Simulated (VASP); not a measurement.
Set up this calculation in VASP 6.6.1, as the native input.

* Task: single point
* Functional: PBE
* Potentials or basis: VASP PAW PBE potentials, release 64 (Mg, S)
* Cutoff: 520 eV
* k mesh: 8 × 8 × 8
* Occupations: gaussian, width 0.01 eV
* Spin: no spin polarisation
* Dipole correction: no
* Further INCAR settings: ALGO = Normal; EDIFF = 1e-07; NBANDS = 11

The structure of MgS lies in POSCAR:

```
MgS
1.0
    0.0000000000      2.6015176528      2.6015176528
    2.6015176528      0.0000000000      2.6015176528
    2.6015176528      2.6015176528      0.0000000000
Mg S
1 1
Direct
    0.0000000000      0.0000000000      0.0000000000
    0.5000000000      0.5000000000      0.5000000000
```

These files were run (other wordings do the same):

INCAR

```
SYSTEM = MgS
ALGO     = Normal         ! electronic algorithm
EDIFF    = 1E-7           ! SCF threshold, eV
ENCUT    = 520            ! plane-wave cutoff, eV
GGA      = PE             ! functional
ISIF     = 2              ! what is computed and relaxed
ISMEAR   = 0              ! smearing method
LASPH    = .True.         ! aspherical terms in the spheres
LCHARG   = .True.         ! write CHGCAR
LELF     = .True.         ! ELF
LREAL    = .False.        ! projectors in reciprocal space
LVHAR    = .True.       
LWAVE    = .False.        ! write WAVECAR
NBANDS   = 11             ! bands
NELM     = 60             ! most SCF steps
PREC     = Accurate       ! precision mode
SIGMA    = 0.01           ! smearing width, eV
```

KPOINTS

```
k-points
0
Gamma
  8 8 8
  0 0 0
```

Potentials or basis: VASP PAW PBE potentials, release 64 (Mg, S).

The run is started by

```sh
$ cat potpaw_PBE.64/Mg/POTCAR potpaw_PBE.64/S/POTCAR > POTCAR
$ mpirun -np 1 vasp_std > vasp.out
```

It gave:

```yaml
Pressure: 0.9 GPa
Band_gap_on_the_k_mesh: 2.78 eV, indirect (least direct gap 3.71 eV)
```

It took 11 s on 1 thread of Intel(R) Xeon(R) Platinum 8259CL CPU @ 2.50GHz (Skylake/Cascade Lake), on a shared host, peak memory 0.16 GiB.
